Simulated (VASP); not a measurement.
Wanted: the native input for a VASP 6.6.1 run.

| Item | Value |
| --- | --- |
| Task | single point |
| Functional | PBEsol |
| Potentials or basis | VASP PAW PBE potentials, release 64 (Y_sv) |
| Cutoff | 520 eV |
| k mesh | 6 × 6 × 6, shifted |
| Occupations | methfessel-paxton, width 0.01 eV |
| Spin | non-collinear spin, zero start, spin-orbit coupling |
| Starting moments | [[0.0, 0.0, 0.0]] μB |
| Dipole correction | no |
| Further INCAR settings | ALGO = Normal; EDIFF = 1e-07; NBANDS = 22; ISYM = -1 |

The structure of Y lies in POSCAR:

```
Y
1.0
    0.0000000000      2.4850000000      2.4850000000
    2.4850000000      0.0000000000      2.4850000000
    2.4850000000      2.4850000000      0.0000000000
Y
1
Direct
    0.0000000000      0.0000000000      0.0000000000
```

This isn't the form of Y at room conditions, which is hcp.

These files were run (other wordings do the same):

INCAR

```
SYSTEM = Y
PREC = Accurate
ENCUT = 520
EDIFF = 1E-7
ISMEAR = 1
SIGMA = 0.01
LREAL = .FALSE.
LASPH = .TRUE.
NELM = 150
ALGO = Normal
ISIF = 2
LWAVE = .FALSE.
LCHARG = .FALSE.
MAGMOM = 0 0 0
LORBIT = 11
LSORBIT = .TRUE.
GGA_COMPAT = .FALSE.
LORBMOM = .TRUE.
LMAXMIX = 4
GGA = PS
NBANDS = 22
ISYM = -1
```

KPOINTS

```
Automatic mesh
0
Gamma
  6 6 6
  0.5 0.5 0.5
```

Potentials or basis: VASP PAW PBE potentials, release 64 (Y_sv).

Launch:

```bash
$ cat potpaw_PBE.64/Y_sv/POTCAR > POTCAR
$ mpirun -np 1 vasp_ncl > vasp.out
```

It gave:

- Pressure: 0.0 GPa
- Net moment: 0.06 μB per cell
- Valence electrons inside the program's atomic spheres: Y 9.53

Caveat: the k points lie up to 0.36 Å⁻¹ apart; the PAW data sets were made with another functional, which shifts forces and pressure a little.

It took 6.8 min on 1 thread of Intel(R) Xeon(R) Platinum 8488C (Sapphire Rapids) (shared host), peak memory 0.41 GiB.
